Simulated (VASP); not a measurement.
# SrCl2 (I4/mmm) in VASP: single point with HSE06

Aim: the single point of SrCl2 with HSE06.

Everything below comes from runs of VASP 6.6.1. Logs are shortened: lines on timing, memory, paths and dates and some standing lists are left out, and cuts for length are marked.

## Step 1: The cell of the first run

Symmetry: I4/mmm, No. 139, tetragonal system. The conventional cell has a = 4.946 Å, b = 4.946 Å, c = 6.807 Å, α = 90.00°, β = 90.00°, γ = 90.00°. Sr (site symmetry 4/mmm) has 8 Cl at 3.00 Å within 4.0 Å. Cl (site symmetry -4m2) has 4 Sr at 3.00 Å and 6 Cl at 3.40 to 3.50 Å within 4.0 Å.

## Step 2: Single point, HSE06 (uniaxial x strain -2.7%)

File POSCAR:

```
SrCl2
1.0
    0.0000000000      3.4976509413      3.4976509413
    3.4035641309      0.0000000000      3.4976509413
    3.4035641309      3.4976509413      0.0000000000
Sr Cl
1 2
Direct
    0.0000000000      0.0000000000      0.0000000000
    0.2500000000      0.2500000000      0.2500000000
    0.7500000000      0.7500000000      0.7500000000
```

File INCAR.step1:

```
  PREC = Accurate
  ENCUT = 520
  EDIFF = 1E-5
  ISMEAR = 0
  SIGMA = 0.01
  LREAL = False
  LASPH = True
  NELM = 100
  ALGO = Normal
  ISIF = 2
  LWAVE = True
  LCHARG = False
  NBANDS = 19
  GGA = PE
```

File INCAR.step2:

```
  PREC = Accurate
  ENCUT = 520
  EDIFF = 1E-6
  ISMEAR = 0
  SIGMA = 0.01
  LREAL = False
  LASPH = True
  NELM = 100
  ALGO = Normal
  ISIF = 2
  LWAVE = False
  LCHARG = False
  GGA = PE
  LHFCALC = True
  HFSCREEN = 0.2079
  PRECFOCK = Normal
  NBANDS = 19
  ISTART = 1
```

File KPOINTS:

```
regular mesh
0
Gamma
  4 4 4
```

Potentials or basis: VASP PAW PBE potentials, release 64 (Sr_sv, Cl).

The run is started by

```bash
$ cat potpaw_PBE.64/Sr_sv/POTCAR potpaw_PBE.64/Cl/POTCAR > POTCAR
$ cp INCAR.step1 INCAR
$ mpirun -np 1 vasp_std > vasp.out
$ cp INCAR.step2 INCAR
$ mpirun -np 1 vasp_std > vasp.out
```

OUTCAR:

```text
PREC = Accurate
   ENCUT = 520
   EDIFF = 1E-6
   ISMEAR = 0
   LREAL = False
   LASPH = True
   NELM = 100
   ISIF = 2
   GGA = PE
   LHFCALC = True
   HFSCREEN = 0.2079
   PRECFOCK = Normal
   ISTART = 1

 ion  position               nearest neighbor table
   1  0.000  0.000  0.000-   3 3.00   3 3.00   3 3.00   2 3.00   3 3.00   2 3.00   2 3.00   2 3.00

   2  0.250  0.250  0.250-   1 3.00   1 3.00   1 3.00   1 3.00
   3  0.750  0.750  0.750-   1 3.00   1 3.00   1 3.00   1 3.00

  LATTYP: Found a body centered tetragonal cell.
 ALAT       =     4.9464253976
 C/A-ratio  =     1.3761712175

  Lattice vectors:

 A1 = (  -3.4035641309,   0.0000000000,  -3.4976509413)
 A2 = (  -3.4035641309,   0.0000000000,   3.4976509413)
 A3 = (   3.4035641309,   3.4976509413,   0.0000000000)

Analysis of symmetry for initial positions (statically):
=====================================================================
 Subroutine PRICEL returns:
 Original cell was already a primitive cell.

 Routine SETGRP: Setting up the symmetry group for a
 body centered tetragonal supercell.

 Subroutine GETGRP returns: Found 16 space group operations
 (whereof 16 operations were pure point group operations)
 out of a pool of 16 trial point group operations.

The static configuration has the point symmetry D_4h.

Analysis of symmetry for dynamics (positions and initial velocities):
=====================================================================
 Subroutine PRICEL returns:
 Original cell was already a primitive cell.

 Routine SETGRP: Setting up the symmetry group for a
 body centered tetragonal supercell.

 Subroutine GETGRP returns: Found 16 space group operations
 (whereof 16 operations were pure point group operations)
 out of a pool of 16 trial point group operations.

The dynamic configuration has the point symmetry D_4h.

 Subroutine INISYM returns: Found 16 space group operations
 (whereof 16 operations are pure point group operations),
 and found     1 'primitive' translations

----------------------------------------------------------------------------------------

                                     Primitive cell

  volume of cell :      83.2754

  direct lattice vectors                    reciprocal lattice vectors
     0.000000000  3.497650941  3.497650941    -0.146904827  0.142953087  0.142953087
     3.403564131  0.000000000  3.497650941     0.146904827 -0.142953087  0.142953087
     3.403564131  3.497650941  0.000000000     0.146904827  0.142953087 -0.142953087

  length of vectors
     4.946425398  4.880349465  4.880349465     0.249904379  0.249904379  0.249904379

  position of ions in fractional coordinates (direct lattice)
     0.000000000  0.000000000  0.000000000
     0.250000000  0.250000000  0.250000000
     0.750000000  0.750000000  0.750000000

  ion indices of the primitive-cell ions
   primitive index   ion index
                 1           1
                 2           2
                 3           3

----------------------------------------------------------------------------------------

 KPOINTS: regular mesh

Automatic generation of k-mesh.
 Grid dimensions read from file:
 generate k-points for:    4    4    4

 Generating k-lattice:

  Cartesian coordinates                     Fractional coordinates (reciprocal lattice)
    -0.036726207  0.035738272  0.035738272     0.250000000  0.000000000  0.000000000
     0.036726207 -0.035738272  0.035738272     0.000000000  0.250000000 -0.000000000
     0.036726207  0.035738272 -0.035738272     0.000000000 -0.000000000  0.250000000

  Length of vectors
     0.062476095  0.062476095  0.062476095

  Shift w.r.t. Gamma in fractional coordinates (k-lattice)
     0.000000000  0.000000000  0.000000000

 Subroutine IBZKPT returns following result:
 ===========================================

 Found     13 irreducible k-points:

 Following reciprocal coordinates:
            Coordinates               Weight
  0.000000  0.000000  0.000000      1.000000
  0.250000  0.000000  0.000000      8.000000
  0.500000  0.000000  0.000000      4.000000
  0.250000  0.250000  0.000000      4.000000
  0.500000  0.250000  0.000000     16.000000
 -0.250000  0.250000 -0.000000      8.000000
  0.500000  0.500000  0.000000      2.000000
  0.000000  0.250000  0.250000      2.000000
  0.500000  0.250000  0.250000      4.000000
 -0.250000  0.250000  0.250000      8.000000
 -0.250000  0.500000  0.250000      4.000000
  0.500000 -0.250000  0.250000      2.000000
  0.000000  0.500000  0.500000      1.000000
   k-points           NKPTS =     13   k-points in BZ     NKDIM =     64   number of bands    NBANDS=     19
   number of dos      NEDOS =    301   number of ions     NIONS =      3
   total plane-waves  NPLWV =  51840
   dimension x,y,z NGX =    40 NGY =   36 NGZ =   36
   dimension x,y,z NGXF=    80 NGYF=   72 NGZF=   72
   ions per type =               1   2
   NGX,Y,Z   is equivalent  to a cutoff of  13.44, 12.26, 12.26 a.u.
   NGXF,Y,Z  is equivalent  to a cutoff of  26.89, 24.53, 24.53 a.u.
 SYSTEM =  unknown system
   PREC   = accura    normal or accurate (medium, high low for compatibility)
   ISTART =      1    job   : 0-new  1-cont  2-samecut
   ICHARG =      0    charge: 1-file 2-atom 10-const
   ISPIN  =      1    spin polarized calculation?
   LNONCOLLINEAR =      F non collinear calculations
   LSORBIT =      F    spin-orbit coupling
   LASPH  =      T    aspherical Exc in radial PAW
   ENCUT  =  520.0 eV  38.22 Ry    6.18 a.u.   9.20  9.07  9.07*2*pi/ulx,y,z
   NELM   =    100;   NELMIN=  2; NELMDL=  0     # of ELM steps
   EDIFF  = 0.1E-05   stopping-criterion for ELM
   LREAL  =      F    real-space projection
   EDIFFG = 0.1E-04   stopping-criterion for IOM
   NSW    =      0    number of steps for IOM
   IBRION =     -1    ionic relax: 0-MD 1-quasi-New 2-CG
   NFREE  =      0    steps in history (QN), initial steepest desc. (CG)
   ISIF   =      2    stress and relaxation
   ISYM   =      3    0-nonsym 1-usesym 2-fastsym
   POTIM  = 0.5000    time-step for ionic-motion
   TEBEG  =    0.0;   TEEND  =   0.0 temperature during run
   PSTRESS=    0.0 pullay stress
   NELECT =      24.0000    total number of electrons
   NUPDOWN=      -1.0000    fix difference up-down
   EMIN   =  10.00;   EMAX   =-10.00  energy-range for DOS
   EFERMI =   0.00;   METHOD = LEGACY
   ISMEAR =     0;   SIGMA  =   0.01  broadening in eV -4-tet -1-fermi 0-gaus
   EFERMI_NEDOS =   21; number of points for ismear=-14 and -15
   IALGO  =     38    algorithm
   IMIX   =      1    mixing-type and parameters
     AMIX     =   0.40;   BMIX     =  1.00
     AMIX_MAG =   1.60;   BMIX_MAG =  1.00
  volume/ion in A,a.u.               =      27.76       187.32
  Fermi-wavevector in a.u.,A,eV,Ry     =   1.081367  2.043487 15.910024  1.169354
  Thomas-Fermi vector in A             =   2.217381
   LORBIT       =      0    0 simple, 1 ext, 2 COOP (PROOUT), +10 PAW based schemes
   GGA     = PE    functional components
   LHFCALC =     T    Hartree Fock is set to
   PRECFOCK=normal    Normal, Fast or Accurate (Low or Medium for compatibility)
   ENCUT4O =  -1.0   cutoff for four orbital integrals eV
   NKREDX  =     1    reduce k-point grid by
   NKREDY  =     1    reduce k-point grid by
   NKREDZ  =     1    reduce k-point grid by
   AEXX    =    0.2500 exact exchange contribution
   HFSCREEN=    0.2079 screening length (either q_TF or 0.3 A-1)
   HFSCREENC=   0.2079 screening length for correlation (either q_TF or 0.3 A-1)
   ENCUTFOCK=  -1.0 apply spherical cutoff to Coloumb kernel
   IVDW    =     0    specifies the selected vdW correction
   LEPSILON=     F    determine dielectric tensor
   LRPA    =     F    only Hartree local field effects (RPA)
 non-spin polarized calculation
 Gauss-broadening in eV      SIGMA  =   0.01
  energy-cutoff  :      520.00
  volume of cell :       83.28
 maximum number of plane-waves:      2264
 NGX is ok and might be reduce to    40
  NGX = 28; NGY = 28; NGZ = 28

 number of electron      24.0000003 magnetization

 Free energy of the ion-electron system (eV)
  ---------------------------------------------------
  ext. energy  EPLUGINS =         0.00000000
  ---------------------------------------------------
  free energy    TOTEN  =       -14.79413925 eV

  energy without entropy =      -14.79413925  energy(sigma->0) =      -14.79413925

 E-fermi :  -0.4489     XC(G=0):  -6.9716

 val. band max:       -0.5182487837   @ k =   0.0000   0.5000   0.5000
 cond. band min:       6.0282357033   @ k =   0.0000   0.0000   0.0000
 fundamental gap:      6.5464844870
 Fermi energy:        -0.4488820384

 k-point     1 :       0.0000    0.0000    0.0000
  band No.  band energies     occupation
      1     -35.5370      2.00000
      2     -16.2684      2.00000
      3     -16.2626      2.00000
      4     -16.2626      2.00000
      5     -15.2607      2.00000
      6     -14.2893      2.00000
[... 11 lines left out ...]
     18       9.8569      0.00000
     19      10.4877      0.00000

 k-point     2 :       0.2500    0.0000    0.0000
  band No.  band energies     occupation
      1     -35.5349      2.00000
      2     -16.5405      2.00000
      3     -16.2753      2.00000
      4     -16.2728      2.00000
      5     -14.8778      2.00000
      6     -14.3831      2.00000
[... 11 lines left out ...]
     18       9.6218      0.00000
     19      10.6453      0.00000

 k-point     3 :       0.5000    0.0000    0.0000
  band No.  band energies     occupation
      1     -35.5328      2.00000
      2     -16.7093      2.00000
      3     -16.2840      2.00000
      4     -16.2829      2.00000
      5     -14.8076      2.00000
      6     -14.2554      2.00000
[... 11 lines left out ...]
     18       9.7040      0.00000
     19       9.7948      0.00000

 k-point     4 :       0.2500    0.2500    0.0000
  band No.  band energies     occupation
      1     -35.5343      2.00000
      2     -16.6064      2.00000
      3     -16.2916      2.00000
      4     -16.2830      2.00000
      5     -14.7011      2.00000
      6     -14.4578      2.00000
[... 165 lines left out ...]
     18      10.5376      0.00000
     19      11.6350      0.00000

 k-point    12 :       0.5000   -0.2500    0.2500
  band No.  band energies     occupation
      1     -35.5315      2.00000
      2     -16.5852      2.00000
      3     -16.5852      2.00000
      4     -16.3154      2.00000
      5     -14.4093      2.00000
      6     -14.4093      2.00000
[... 11 lines left out ...]
     18      10.6021      0.00000
     19      11.4463      0.00000

 k-point    13 :       0.0000    0.5000    0.5000
  band No.  band energies     occupation
      1     -35.5311      2.00000
      2     -16.7894      2.00000
      3     -16.3099      2.00000
      4     -16.3099      2.00000
      5     -14.6833      2.00000
      6     -14.2279      2.00000
[... 11 lines left out ...]
     18       9.4985      0.00000
     19      11.0875      0.00000

------------------------ aborting loop because EDIFF is reached ----------------------------------------

  FORCE on cell =-STRESS in cart. coord.  units (eV):
  Direction    XX          YY          ZZ          XY          YZ          ZX
  --------------------------------------------------------------------------------------
  -------------------------------------------------------------------------------------
  Total        1.2145637      0.4302292      0.4302292      0.0000000      0.0000000      0.0000000
  in kB       23.3675941      8.2773944      8.2773944      0.0000000      0.0000000      0.0000000
  external PRESSURE =      13.3074610 kB  Pullay stress =       0.0000000 kB

 VOLUME and BASIS-vectors are now :
 -----------------------------------------------------------------------------
  energy-cutoff  :      520.00
  volume of cell :       83.28
      direct lattice vectors                 reciprocal lattice vectors
     0.000000000  3.497650941  3.497650941    -0.146904827  0.142953087  0.142953087
     3.403564131  0.000000000  3.497650941     0.146904827 -0.142953087  0.142953087
     3.403564131  3.497650941  0.000000000     0.146904827  0.142953087 -0.142953087

 POSITION                                       TOTAL-FORCE (eV/Angst)
 -----------------------------------------------------------------------------------
      0.00000      0.00000      0.00000         0.000000      0.000000     -0.000000
      1.70178      1.74883      1.74883        -0.000000     -0.000000     -0.000000
      5.10535      5.24648      5.24648        -0.000000      0.000000      0.000000
 -----------------------------------------------------------------------------------
    total drift:                               -0.000000     -0.000000     -0.000000

  FREE ENERGIE OF THE ION-ELECTRON SYSTEM (eV)
  ---------------------------------------------------
  free  energy   TOTEN  =       -14.7941392505 eV

  energy  without entropy=      -14.7941392505  energy(sigma->0) =      -14.79413925
```

It took 36 min on 1 thread of AMD EPYC 7R43 (Zen 3), shared host; peak memory 0.3 GiB.

Results:

- Free energy: -14.7941 eV
- Pressure: 1.3 GPa
- Band gap on the k mesh: 6.55 eV (least direct gap 6.68 eV)

Stress tensor (GPa, compression positive):
```
2.34 0.00 0.00
0.00 0.83 0.00
0.00 0.00 0.83
```

Levels at points of the mesh, in eV from the valence-band top:
```tsv
k point	band 10	band 11	band 12	band 13	band 14	band 15
(0.00, 0.00, 0.00)	-0.57	-0.57	-0.34	6.55	7.29	7.51
(0.50, 0.00, 0.00)	-1.57	-1.29	-1.28	8.06	8.11	9.01
(0.50, 0.50, 0.00)	-0.66	-0.40	-0.18	6.68	8.41	9.13
(0.00, 0.50, 0.50)	-0.60	-0.60	0.00	6.68	8.63	9.12
```

Caveat: the cell differs from its parent crystal (uniaxial x strain -2.7%); the PAW data sets were made with another functional, which shifts forces and pressure a little. A k mesh can miss the band edges.
